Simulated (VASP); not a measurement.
A run of VASP 6.6.1 is set up as follows.

Contents of POSCAR:

```
HfO2
1.0
   -2.5291609878     -2.5291609878      0.0000000000
    2.5291609878     -2.5291609878      0.0000000000
   -0.8432222733      0.0000000000     10.1166439513
Hf O
4 8
Direct
   -0.0729312500      0.0729312500      0.4375000000
    0.3853937500      0.6146062500      0.6875000000
   -0.1562812500      0.1562812500      0.9375000000
    0.4687437500      0.5312562500      0.1875000000
    0.4895812500      0.0104187500      0.0625000000
   -0.0520937500      0.5520937500      0.3125000000
    0.4062312500      0.0937687500      0.5625000000
   -0.1354437500      0.6354437500      0.8125000000
    0.4479062500      0.0520937500      0.3125000000
   -0.0937687500      0.5937687500      0.5625000000
    0.3645562500      0.1354437500      0.8125000000
   -0.0104187500      0.5104187500      0.0625000000
```

INCAR.step1

```
SYSTEM = HfO2
PREC = Accurate ; ENCUT = 520
ISMEAR = 0 ; SIGMA = 0.05
LREAL = .FALSE. ; LASPH = .TRUE.
NELM = 80 ; NBANDS = 56
GGA = PE ; ALGO = Normal
EDIFF = 1E-4 ; LWAVE = .TRUE.
LCHARG = .FALSE.
```

INCAR.step2

```
SYSTEM = HfO2
PREC = Accurate ; ENCUT = 520
EDIFF = 1E-6 ; ISMEAR = 0
SIGMA = 0.05 ; LREAL = .FALSE.
LASPH = .TRUE. ; NELM = 80
ALGO = Normal ; ISIF = 2
LWAVE = .FALSE. ; LCHARG = .TRUE.
METAGGA = R2SCAN ; LMIXTAU = .TRUE.
LELF = .TRUE. ; LVHAR = .TRUE.
NBANDS = 56 ; ISTART = 1
```

KPOINTS

```
regular mesh
0
G
  6 6 3
  0 0 0
```

Potentials or basis: VASP PAW PBE potentials, release 64 (Hf_pv, O).

Command:

```bash
$ cat potpaw_PBE.64/Hf_pv/POTCAR potpaw_PBE.64/O/POTCAR > POTCAR
$ cp INCAR.step1 INCAR
$ mpirun -np 1 vasp_std > vasp.out
$ cp INCAR.step2 INCAR
$ mpirun -np 1 vasp_std > vasp.out
```

(1) What does it give for the largest force?

(2) Predict the pressure.

## Answers

(1) 8.894 eV/Å.

(2) 5.3 GPa.

Caveat: the PAW data sets were made with another functional, which shifts forces and pressure a little.
